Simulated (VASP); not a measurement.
## Ni: relaxation of cell and atoms with PBE

The system is Ni.

```
CELL_PARAMETERS angstrom
0.00000 1.76000 1.76000
1.76000 0.00000 1.76000
1.76000 1.76000 0.00000
ATOMIC_POSITIONS crystal
Ni 0.00000 0.00000 0.00000
```

```json
{
 "Program": "VASP 6.6.1",
 "Task": "relaxation of cell and atoms",
 "Functional": "PBE",
 "Potentials or basis": "VASP PAW PBE potentials, release 64 (Ni)",
 "Cutoff": "600 eV",
 "k mesh": "24 × 24 × 24",
 "Occupations": "methfessel-paxton, width 0.1 eV",
 "Spin": "collinear spin, ferromagnetic start",
 "Starting moments": "[0.65] μB",
 "Dipole correction": "no",
 "Further INCAR settings": "ALGO = Fast; EDIFF = 1e-07; IBRION = 2; EDIFFG = -0.005; NSW = 80; ISIF = 3"
}
```

```json
{"Relaxed volume": "10.88 Å³/atom", "Relaxed cell": "a = 2.488 Å, b = 2.488 Å, c = 2.488 Å, α = 60.00°, β = 60.00°, γ = 60.00°", "Space group after relaxing (to 0.1 Å)": "Fm-3m (No. 225)", "Energy gained by relaxing": "0.0 meV/atom", "Ionic steps": "3", "Pressure after relaxing": "0.0 GPa", "Net moment": "0.65 μB per cell", "Site moments": "Ni +0.66 μB", "Valence electrons inside the program's atomic spheres": "Ni 9.31"}
```

Final structure:
```
CELL_PARAMETERS angstrom
0.00000 1.75897 1.75897
1.75897 0.00000 1.75897
1.75897 1.75897 0.00000
ATOMIC_POSITIONS crystal
Ni 0.00000 0.00000 0.00000
```

Levels at points of the mesh, in eV from the Fermi level:
Spin up:
```tsv
k point	band 2	band 3	band 4	band 5	band 6	band 7	band 8	band 9
(0.00, 0.00, 0.00)	-2.46	-2.46	-2.46	-1.28	-1.28	23.71	27.57	27.57
(0.50, 0.00, 0.00)	-2.44	-2.44	-0.63	-0.63	-0.30	5.64	22.20	24.65
(0.50, 0.50, 0.00)	-4.22	-0.57	-0.51	-0.51	2.44	9.20	14.81	14.81
```
Spin down:
```
           k point  band 3  band 4  band 5  band 6  band 7  band 8
(0.00, 0.00, 0.00)   -1.68   -1.68   -0.68   -0.68   23.54   27.55
(0.50, 0.00, 0.00)   -1.80   -0.36    0.15    0.15    6.08   22.06
(0.50, 0.50, 0.00)    0.05    0.39    0.39    2.40    9.45   14.82
```

Run time: 77 s on 1 thread of Intel(R) Xeon(R) 6975P-C (Granite Rapids) (shared host), peak memory 0.21 GiB.
